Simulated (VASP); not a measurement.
# ScF3: single point with LDA

ScF3:

```
Sc F
1.0
     4.01245    0.00000    0.00000
     0.00000    4.01245    0.00000
     0.00000    0.00000    4.01245
Sc F
1 3
Cartesian
  0.0000 0.0000 0.0000
  1.9562 0.0000 0.0000
  -0.0500 2.0062 0.0000
  -0.0500 0.0000 2.0062
```

This cell differs from its parent crystal: all F atoms moved +0.050 Å, as atom 2 towards its neighbour atom 1 (Sc) at 2.006 Å.

```json
{"Program": "VASP 6.6.1", "Task": "single point", "Functional": "LDA", "Potentials or basis": "VASP PAW LDA potentials, release 64 (Sc_sv, F)", "Cutoff": "520 eV", "k mesh": "6 × 6 × 6", "Occupations": "gaussian, width 0.05 eV", "Spin": "no spin polarisation", "Dipole correction": "no", "Further INCAR settings": "ALGO = Normal; EDIFF = 1e-06; NBANDS = 24"}
```

```json
{
 "Pressure": "-2.2 GPa",
 "Largest force": "0.478 eV/Å",
 "Band gap on the k mesh": "6.19 eV, indirect (least direct gap 6.73 eV)"
}
```

Forces on the atoms (eV/Å):
```
Sc  -0.478  0.000  0.000
F    0.444  0.000  0.000
F    0.017  0.000  0.000
F    0.017  0.000  0.000
```

Stress tensor (GPa, compression positive):
```
-1.77  0.00  0.00
 0.00 -2.35  0.00
 0.00  0.00 -2.35
```

Levels at points of the mesh, in eV from the valence-band top:
```csv
k point,band 14,band 15,band 16,band 17,band 18,band 19
"(0.00, 0.00, 0.00)",-0.55,-0.54,-0.54,6.19,6.21,6.21
"(0.50, 0.00, 0.00)",-0.72,-0.54,-0.54,6.23,7.12,7.12
"(0.00, 0.50, 0.00)",-0.73,-0.58,-0.56,6.25,7.11,7.11
"(0.50, 0.50, 0.00)",-0.96,-0.96,-0.02,7.15,7.16,7.80
"(0.00, 0.50, 0.50)",-0.98,-0.98,0.00,7.15,7.15,7.79
"(0.50, 0.50, 0.50)",-0.02,-0.02,0.00,7.84,7.84,7.84
```

Run time: 38 s on 1 thread of Intel(R) Xeon(R) Platinum 8488C (Sapphire Rapids) (shared host), peak memory 0.17 GiB.

Caveat: the cell differs from its parent crystal (all F atoms moved +0.050 Å, as atom 2 towards its neighbour atom 1 (Sc) at 2.006 Å). A k mesh can miss the band edges.
